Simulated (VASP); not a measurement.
# AlN (P6_3mc) in VASP: further runs, part 3 of 3

VASP 6.6.1. Earlier steps stand in the parts before.

**7. Relaxation of cell and atoms, r2SCAN+rVV10**

This run uses another cell than the first one, of 10.45 Å³/atom, 1.003 times its volume.

Contents of POSCAR:

```
AlN
1.0
    3.1130000000      0.0000000000      0.0000000000
   -1.5565000000      2.6959400000      0.0000000000
    0.0000000000      0.0000000000      4.9810000000
Al N
2 2
Direct
    0.3333333333      0.6666666667      0.0000000000
    0.6666666667      0.3333333333      0.5000000000
    0.3333333333      0.6666666667      0.3800000000
    0.6666666667      0.3333333333      0.8800000000
```

Contents of INCAR.step1:

```
SYSTEM = AlN
PREC     = Accurate       ! precision mode
ENCUT    = 600            ! plane-wave cutoff, eV
ISMEAR   = 0              ! smearing method
SIGMA    = 0.01           ! smearing width, eV
LREAL    = .FALSE.        ! projectors in reciprocal space
LASPH    = .TRUE.         ! aspherical terms in the spheres
NELM     = 60             ! most SCF steps
GGA      = PE             ! functional
ALGO     = Normal         ! electronic algorithm
EDIFF    = 1E-4           ! SCF threshold, eV
LWAVE    = .TRUE.         ! write WAVECAR
LCHARG   = .FALSE.        ! write CHGCAR
```

Contents of INCAR.step2:

```
SYSTEM = AlN
PREC     = Accurate       ! precision mode
ENCUT    = 600            ! plane-wave cutoff, eV
EDIFF    = 1E-6           ! SCF threshold, eV
ISMEAR   = 0              ! smearing method
SIGMA    = 0.01           ! smearing width, eV
LREAL    = .FALSE.        ! projectors in reciprocal space
LASPH    = .TRUE.         ! aspherical terms in the spheres
NELM     = 60             ! most SCF steps
ALGO     = Normal         ! electronic algorithm
ISIF     = 3              ! what is computed and relaxed
LWAVE    = .FALSE.        ! write WAVECAR
LCHARG   = .FALSE.        ! write CHGCAR
METAGGA  = R2SCAN         ! meta-GGA
LMIXTAU  = .TRUE.       
LUSE_VDW = .TRUE.       
IVDW_NL  = 2            
BPARAM   = 11.95        
CPARAM   = 0.0093       
IBRION   = 2              ! ionic algorithm
NSW      = 80             ! ionic steps
EDIFFG   = -0.01          ! ionic threshold
ISTART   = 1
```

Contents of KPOINTS:

```
Automatic mesh
0
G
  6 6 4
  0 0 0
```

Potentials or basis: VASP PAW PBE potentials, release 64 (Al, N).

Command:

```
cat potpaw_PBE.64/Al/POTCAR potpaw_PBE.64/N/POTCAR > POTCAR
cp INCAR.step1 INCAR
mpirun -np 1 vasp_std > vasp.out
cp INCAR.step2 INCAR
mpirun -np 1 vasp_std > vasp.out
```

OUTCAR:

```text
SYSTEM = AlN
   PREC = Accurate
   ENCUT = 600
   EDIFF = 1E-6
   ISMEAR = 0
   LREAL = .FALSE.
   LASPH = .TRUE.
   NELM = 60
   ISIF = 3
   METAGGA = R2SCAN
   IVDW_NL = 2
   BPARAM = 11.95
   IBRION = 2
   NSW = 80
   EDIFFG = -0.01
   ISTART = 1

 ion  position               nearest neighbor table
   1  0.333  0.667  0.000-   3 1.89   4 1.89   4 1.89   4 1.89   2 3.07   2 3.07   2 3.07   2 3.07
                             2 3.07   2 3.07
   2  0.667  0.333  0.500-   4 1.89   3 1.89   3 1.89   3 1.89   1 3.07   1 3.07   1 3.07   1 3.07
                             1 3.07   1 3.07
   3  0.333  0.667  0.380-   1 1.89   2 1.89   2 1.89   2 1.89
   4  0.667  0.333  0.880-   2 1.89   1 1.89   1 1.89   1 1.89

  LATTYP: Found a hexagonal cell.
 ALAT       =     3.1130000000
 C/A-ratio  =     1.6000642467

  Lattice vectors:

 A1 = (   3.1130000000,   0.0000000000,   0.0000000000)
 A2 = (  -1.5565000000,   2.6959400000,   0.0000000000)
 A3 = (   0.0000000000,   0.0000000000,   4.9810000000)

Analysis of symmetry for initial positions (statically):
=====================================================================
 Subroutine PRICEL returns:
 Original cell was already a primitive cell.

 Routine SETGRP: Setting up the symmetry group for a
 hexagonal supercell.

 Subroutine GETGRP returns: Found 12 space group operations
 (whereof  6 operations were pure point group operations)
 out of a pool of 24 trial point group operations.

The static configuration has the point symmetry C_3v.
 The point group associated with its full space group is C_6v.

Analysis of symmetry for dynamics (positions and initial velocities):
=====================================================================
 Subroutine PRICEL returns:
 Original cell was already a primitive cell.

 Routine SETGRP: Setting up the symmetry group for a
 hexagonal supercell.

 Subroutine GETGRP returns: Found 12 space group operations
 (whereof  6 operations were pure point group operations)
 out of a pool of 24 trial point group operations.
[... 116 lines left out ...]
   EFERMI =   0.00;   METHOD = LEGACY
   ISMEAR =     0;   SIGMA  =   0.01  broadening in eV -4-tet -1-fermi 0-gaus
   EFERMI_NEDOS =   21; number of points for ismear=-14 and -15
   IALGO  =     38    algorithm
   IMIX   =      4    mixing-type and parameters
     AMIX     =   0.40;   BMIX     =  1.00
     AMIX_MAG =   1.60;   BMIX_MAG =  1.00
  volume/ion in A,a.u.               =      10.45        70.52
  Fermi-wavevector in a.u.,A,eV,Ry     =   1.188629  2.246182 19.222829  1.412838
  Thomas-Fermi vector in A             =   2.324754
   LORBIT       =      0    0 simple, 1 ext, 2 COOP (PROOUT), +10 PAW based schemes
   METAGGA = R2SCAN    functional components
   LHFCALC =     F    Hartree Fock is set to
   AEXX    =    0.0000 exact exchange contribution
   IVDW_NL    =     2    kernel type
   BPARAM     =11.9500
   IVDW    =     0    specifies the selected vdW correction
   LEPSILON=     F    determine dielectric tensor
   LRPA    =     F    only Hartree local field effects (RPA)
 conjugate gradient relaxation of ions
 non-spin polarized calculation
 Gauss-broadening in eV      SIGMA  =   0.01
  energy-cutoff  :      600.00
  volume of cell :       41.80
 maximum number of plane-waves:      1412
 NGX is ok and might be reduce to    28
   NGX = 13   NGY = 13   NGZ = 19

--------------------------------------- Ionic step        1  -------------------------------------------

 number of electron      15.9999999 magnetization

 Free energy of the ion-electron system (eV)
  ---------------------------------------------------
  ext. energy  EPLUGINS =         0.00000000
  ---------------------------------------------------
  free energy    TOTEN  =       -38.07832974 eV

  energy without entropy =      -38.07832974  energy(sigma->0) =      -38.07832974

------------------------ aborting loop because EDIFF is reached ----------------------------------------

  FORCE on cell =-STRESS in cart. coord.  units (eV):
  Direction    XX          YY          ZZ          XY          YZ          ZX
  --------------------------------------------------------------------------------------
  -------------------------------------------------------------------------------------
  Total       -0.6609633     -0.6609647     -0.1862417      0.0000000      0.0000000      0.0000000
  in kB      -25.3327327    -25.3327875     -7.1380824      0.0000000      0.0000000      0.0000000
  external PRESSURE =     -19.2678675 kB  Pullay stress =       0.0000000 kB
[... 139 lines left out ...]
--------------------------------------- Ionic step        5  -------------------------------------------

 number of electron      15.9999999 magnetization

 Free energy of the ion-electron system (eV)
  ---------------------------------------------------
  ext. energy  EPLUGINS =         0.00000000
  ---------------------------------------------------
  free energy    TOTEN  =       -38.08186332 eV

  energy without entropy =      -38.08186332  energy(sigma->0) =      -38.08186332

 E-fermi :   6.0597     XC(G=0): -11.4763

 val. band max:        5.9536603950   @ k =   0.0000   0.0000   0.0000
 cond. band min:      10.8779263060   @ k =   0.0000   0.0000   0.0000
 fundamental gap:      4.9242659110
 Fermi energy:         6.0596772993

 k-point     1 :       0.0000    0.0000    0.0000
  band No.  band energies     occupation
      1     -10.0609      2.00000
      2      -7.9191      2.00000
      3      -0.1550      2.00000
      4       5.0717      2.00000
      5       5.0717      2.00000
      6       5.7331      2.00000
      7       5.7331      2.00000
      8       5.9537      2.00000
      9      10.8779      0.00000
     10      13.5102      0.00000
     11      17.5703      0.00000
     12      18.0115      0.00000
[... 329 lines left out ...]
  FREE ENERGIE OF THE ION-ELECTRON SYSTEM (eV)
  ---------------------------------------------------
  free  energy   TOTEN  =       -38.0818633199 eV

  energy  without entropy=      -38.0818633199  energy(sigma->0) =      -38.08186332

 reached required accuracy - stopping structural energy minimisation
```

OUTCAR.step1:

```text
SYSTEM = AlN
   PREC = Accurate
   ENCUT = 600
   ISMEAR = 0
   LREAL = .FALSE.
   LASPH = .TRUE.
   NELM = 60
[... 542 lines left out ...]
      1.55650      0.89865      2.49050        -0.000000     -0.000000     -0.130081
     -0.00000      1.79729      1.89278         0.000000      0.000000      0.130081
      1.55650      0.89865      4.38328        -0.000000      0.000000      0.130081
 -----------------------------------------------------------------------------------
    total drift:                               -0.000000      0.000000      0.000051

  FREE ENERGIE OF THE ION-ELECTRON SYSTEM (eV)
  ---------------------------------------------------
  free  energy   TOTEN  =       -29.7730204385 eV

  energy  without entropy=      -29.7730204385  energy(sigma->0) =      -29.77302044
```

Run time: 5.9 min. Hardware: 1 thread of Intel Xeon Platinum 8559C (Emerald Rapids), shared host; peak memory 0.3 GiB.

What came out:

```yaml
Free_energy: -38.0819 eV
Relaxed_volume: 10.35 Å³/atom
Relaxed_cell: a = 3.101 Å, b = 3.101 Å, c = 4.972 Å, α = 90.00°, β = 90.00°, γ = 120.00°
Space_group_after_relaxing_to_0.05_Å: P6_3mc (No. 186)
Energy_gained_by_relaxing: 0.9 meV/atom
Ionic_steps: 5
Pressure_after_relaxing: 0.0 GPa
Largest_force_after_relaxing: 0.009 eV/Å
Band_gap_on_the_k_mesh: 4.92 eV, direct
```

Forces in eV/Å, atoms in the order of the input:
```
Al   0.000  0.000 -0.009
Al   0.000  0.000 -0.009
N    0.000  0.000  0.009
N    0.000  0.000  0.009
```

Step by step:
| step | energy change (eV) | largest force (eV/Å) | pressure (GPa) | volume (Å³) |
| --- | --- | --- | --- | --- |
| 1 | 0.0000 | 0.1266 | -1.93 | 41.80 |
| 2 | 0.0002 | 0.1001 | 2.01 | 41.05 |
| 3 | -0.0035 | 0.0166 | -0.05 | 41.43 |
| 4 | -0.0035 | 0.0140 | -0.01 | 41.42 |
| 5 | -0.0035 | 0.0089 | 0.02 | 41.41 |

Final structure:
```
CELL_PARAMETERS angstrom
3.10139 0.00000 0.00000
-1.55070 2.68589 0.00000
0.00000 0.00000 4.97175
ATOMIC_POSITIONS crystal
Al 0.33333 0.66667 0.99926
Al 0.66667 0.33333 0.49926
N 0.33333 0.66667 0.38074
N 0.66667 0.33333 0.88074
```

Caveat: the PAW data sets were made with another functional, which shifts forces and pressure a little.

**8. The runs side by side**

```tsv
task	level	cell	cutoff (eV)	gap on the mesh (eV)	pressure (GPa)	relaxed volume (Å³/atom)	largest force (eV/Å)
single point	PBE+D3(BJ)	a = 3.109, b = 3.109, c = 4.978 Å, angles 90.0, 90.0, 120.0°, 4 atoms	520	4.22	-0.2	-	-
single point	r2SCAN+rVV10	a = 3.103, b = 3.103, c = 4.972 Å, angles 90.0, 90.0, 120.0°, 4 atoms	520	4.91	-0.3	-	-
single point	r2SCAN	a = 3.107, b = 3.107, c = 4.978 Å, angles 90.0, 90.0, 120.0°, 4 atoms	520	4.92	-0.4	-	-
relaxation of cell and atoms	PBE+D3(BJ)	relaxed from a = 3.113, b = 3.113, c = 4.981 Å, angles 90.0, 90.0, 120.0°, 4 atoms	600	4.25	0.1	10.40	0.01
relaxation of cell and atoms	r2SCAN	relaxed from a = 3.113, b = 3.113, c = 4.981 Å, angles 90.0, 90.0, 120.0°, 4 atoms	600	4.94	0.0	10.39	0.01
relaxation of cell and atoms	r2SCAN+rVV10	relaxed from a = 3.113, b = 3.113, c = 4.981 Å, angles 90.0, 90.0, 120.0°, 4 atoms	600	4.92	0.0	10.35	0.01
```

Alike in all rows: potentials or basis VASP PAW PBE potentials, release 64 (Al, N); no spin polarisation; k mesh 6 × 6 × 4; smearing gaussian 0.01 eV.

Caveats: the PAW data sets were made with another functional, which shifts forces and pressure a little (some runs).

Absolute energies hang on the potentials; compare differences alone.

**9. Comparison with measurements**

Step 2. Measured gap of AlN: 6.0343 eV (an exciton energy, a little under the gap; 0 K; quoted in “Structural and optical properties of self-assembled AlN nanowires grown on SiO2/Si substrates by molecular beam epitaxy”, 2024, arxiv:2402.00216). This calculation gives 4.22 eV (-1.81 eV). 2 values of this kind are on record (6.034 to 6.0343 eV); this one was drawn at random. The value is that of PBE+D3(BJ), without temperature or zero-point motion. Semilocal functionals fall short of measured gaps as a rule.

Step 3. A measured gap of AlN is 6.034 eV (an exciton energy, a little under the gap; 10 K; quoted in “Self-assembly of well-separated AlN nanowires directly on sputtered metallic TiN films”, 2019, arxiv:1910.07391); the calculated 4.91 eV misses it by -1.13 eV. 2 values of this kind are on record (6.034 to 6.0343 eV); this one was drawn at random. The value is that of r2SCAN+rVV10, without temperature or zero-point motion.

Step 4. A measured gap of AlN is 6.034 eV (an exciton energy, a little under the gap; 10 K; quoted in “Self-assembly of well-separated AlN nanowires directly on sputtered metallic TiN films”, 2019, arxiv:1910.07391); the calculated 4.92 eV misses it by -1.11 eV. 2 values of this kind are on record (6.034 to 6.0343 eV); this one was drawn at random. The value is that of r2SCAN, without temperature or zero-point motion.
